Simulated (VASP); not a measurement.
A run of VASP 6.6.1:

Contents of POSCAR:

```
LiF
1.0
    0.0000000000      2.1446105349      2.1446105349
    2.1446105349      0.0000000000      2.1446105349
    2.1446105349      2.1446105349      0.0000000000
Li F
1 1
Direct
    0.0000000000      0.0000000000      0.0000000000
    0.2500000000      0.2500000000      0.2500000000
```

The input INCAR.step1:

```
PREC = Accurate
ENCUT = 520
ISMEAR = 0
SIGMA = 0.01
LREAL = False
LASPH = True
NELM = 80
NBANDS = 12
GGA = PE
ALGO = Normal
EDIFF = 1E-4
LWAVE = True
LCHARG = False
```

INCAR.step2

```
PREC = Accurate
ENCUT = 520
EDIFF = 1E-6
ISMEAR = 0
SIGMA = 0.01
LREAL = False
LASPH = True
NELM = 80
ALGO = Normal
ISIF = 2
LWAVE = False
LCHARG = False
METAGGA = R2SCAN
LMIXTAU = True
NBANDS = 12
ISTART = 1
```

Contents of KPOINTS:

```
regular mesh
0
Gamma
  10 10 10
```

Potentials or basis: VASP PAW PBE potentials, release 64 (Li_sv, F).

Launch:

```console
$ cat potpaw_PBE.64/Li_sv/POTCAR potpaw_PBE.64/F/POTCAR > POTCAR
$ cp INCAR.step1 INCAR
$ mpirun -np 1 vasp_std > vasp.out
$ cp INCAR.step2 INCAR
$ mpirun -np 1 vasp_std > vasp.out
```

Hardware: 1 thread of Intel(R) Xeon(R) Platinum 8375C CPU @ 2.90GHz (Ice Lake) (shared host).

**Question.** Estimate the wall time of this run.

**Answer.** Run time: 59 s on 1 thread of Intel(R) Xeon(R) Platinum 8375C CPU @ 2.90GHz (Ice Lake) (shared host), peak memory 0.14 GiB. Counts: k points 47.
